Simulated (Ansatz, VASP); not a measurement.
**BAs: VASP beside Ansatz**

```
B As
1.0
     0.00000    2.39187    2.39187
     2.39187    0.00000    2.39187
     2.39187    2.39187    0.00000
B As
1 1
Direct
  0.00000 0.00000 0.00000
  0.25000 0.25000 0.25000
```

Alike in both runs: task single point; functional HSE06; k mesh 4 × 4 × 4; no spin polarisation.

|  | VASP | Ansatz |
| --- | --- | --- |
| version | VASP 6.6.1 | Ansatz 0.2.0 |
| potentials or method | VASP PAW PBE potentials, release 64 (B, As) | plane waves |
| plane-wave cutoff (eV) | 520 | 420 |
| occupations | gaussian, width 0.01 eV | fixed |
| valence electrons in the cell | 8 | 18 |

Ansatz gave:

| Quantity | Value |
| --- | --- |
| gap on the k mesh at the Fermi level (eV) | 2.11 |
| pressure (GPa) | -0.4 |

Problem. What did VASP give for the same quantities?

Solution. gap on the k mesh at the Fermi level (eV): 2.12; pressure (GPa): -0.6.

VASP's potentials hold 8 valence electrons a cell and Ansatz's 18, so a difference there can come from the potentials and not from the codes. Ansatz's warnings: stress exchange threshold loose, stress scf threshold loose.

The k mesh is coarse, so the values compare programs but aren't converged.
